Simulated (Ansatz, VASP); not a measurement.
**Two plane-wave programs on HfO2**

```
Hf O
1.0
     3.58742    0.00000    0.00000
     0.00000    3.58742    0.00000
     0.00000    0.00000    5.21254
Hf O
2 4
Direct
  0.50000 0.50000 0.50000
  0.00000 0.00000 0.00000
  0.00000 0.50000 0.69741
  0.50000 0.00000 0.80259
  0.50000 0.00000 0.30259
  0.00000 0.50000 0.19741
```

Alike in both runs: functional PBE; dispersion D3(BJ); k mesh 6 × 6 × 4; occupations gaussian, width 0.02 eV; no spin polarisation.

Ansatz relaxed the structure, and its values are those at the end. VASP's run is a single point on that final structure, the one shown.

|  | VASP | Ansatz |
| --- | --- | --- |
| version | VASP 6.6.1 | Ansatz 0.2.0 |
| potentials or method | VASP PAW PBE potentials, release 64 (Hf_pv, O), cutoff 520 eV | scalar-relativistic, plane waves, PAW |
| valence electrons in the cell | 44 | 76 |

|  | VASP | Ansatz | Ansatz less VASP |
| --- | --- | --- | --- |
| gap on the k mesh at the Fermi level (eV) | 4.65 | 4.67 | +0.020 |
| least direct gap on the mesh (eV) | 4.73 | 4.74 | +0.012 |
| pressure (GPa) | -3.3 | 0.0 | +3.31 |
| rms of the force components (eV/Å) | 0.021 | 0.000 | -0.0209 |

VASP's potentials hold 44 valence electrons a cell and Ansatz's 76, so a difference there can come from the potentials and not from the codes.

Spin-orbit coupling is off throughout.
